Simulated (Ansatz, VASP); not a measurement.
## Sn2SeS3: VASP beside Ansatz

File INCAR:

```
SYSTEM = Sn2SeS3
PREC     = Accurate       ! precision mode
ENCUT    = 600            ! plane-wave cutoff, eV
EDIFF    = 1E-6           ! SCF threshold, eV
ISMEAR   = 0              ! smearing method
SIGMA    = 0.1            ! smearing width, eV
LREAL    = .FALSE.        ! projectors in reciprocal space
LASPH    = .TRUE.         ! aspherical terms in the spheres
NELM     = 80             ! most SCF steps
ALGO     = Normal         ! electronic algorithm
ISIF     = 3              ! what is computed and relaxed
LWAVE    = .FALSE.        ! write WAVECAR
LCHARG   = .FALSE.        ! write CHGCAR
GGA      = PE             ! functional
IBRION   = 2              ! ionic algorithm
NSW      = 90             ! ionic steps
EDIFFG   = -0.04          ! ionic threshold
```

The input KPOINTS:

```
Automatic mesh
0
G
  6 6 6
  0 0 0
```

POSCAR

```
Sn2SeS3
1.0
    3.0211787929      1.7442783893      4.9209879457
   -3.0211787929      1.7442783893      4.9209879457
    0.0000000000     -3.4885567787      4.9209879457
Sn Se S
2 1 3
Direct
    0.6999032211      0.6999032211      0.6999032211
    0.3000967789      0.3000967789      0.3000967789
    0.0000000000      0.0000000000      0.0000000000
    0.0000000000      0.5000000000      0.0000000000
    0.5000000000      0.0000000000      0.0000000000
    0.0000000000      0.0000000000      0.5000000000
```

Input for Ansatz:

```yaml
crystal:
  lattice:
    - [3.0211787929, 1.7442783893, 4.9209879457]
    - [-3.0211787929, 1.7442783893, 4.9209879457]
    - [0.0, -3.4885567787, 4.9209879457]
  atoms:
    - { symbol: Sn, position: [0.6999032211, 0.6999032211, 0.6999032211] }
    - { symbol: Sn, position: [0.3000967789, 0.3000967789, 0.3000967789] }
    - { symbol: Se, position: [0.0, 0.0, 0.0] }
    - { symbol: S, position: [0.0, 0.5, 0.0] }
    - { symbol: S, position: [0.5, 0.0, 0.0] }
    - { symbol: S, position: [0.0, 0.0, 0.5] }
basis:
  ecutwfc: 420
kpoints:
  mp_grid: { grid: [6, 6, 6] }
hamiltonian:
  xc: pbe
scf:
  occupations: { method: gaussian, width: 0.1 }
  lower_state_search: "off"
output:
  forces: true
  stress: true
  eigenvalues: true
relax:
  adjacent_minimum: "off"
  f_tol: 0.04
  max_steps: 70
  cell: { stress_tol: 0.4 }
```

Change from the starting cell: species swapped into the Y2Co3Si type (R-3m, No. 166).

Alike in both runs: task relaxation of cell and atoms; functional PBE; k mesh 6 × 6 × 6; occupations gaussian, width 0.1 eV; no spin polarisation.

|  | VASP | Ansatz |
| --- | --- | --- |
| version | VASP 6.6.1 | Ansatz 0.2.0 |
| potentials or method | VASP PAW PBE potentials, release 64 (Sn_d, Se, S), cutoff 600 eV | scalar-relativistic, plane waves, PAW |
| valence electrons in the cell | 52 | 62 |

|  | VASP | Ansatz | Ansatz less VASP |
| --- | --- | --- | --- |
| gap on the k mesh at the Fermi level, each at its own relaxed structure (eV) | none | none | - |
| relaxed volume (Å³/atom) | 25.74 | 25.46 | -0.276 |
| relaxed length of the cell vector where the two differ most in proportion (Å) | 5.392 | 5.376 | -0.0156 |

A gap of «none» marks a metal or a gap that the smearing closes. VASP's potentials hold 52 valence electrons a cell and Ansatz's 62, so a difference there can come from the potentials and not from the codes.
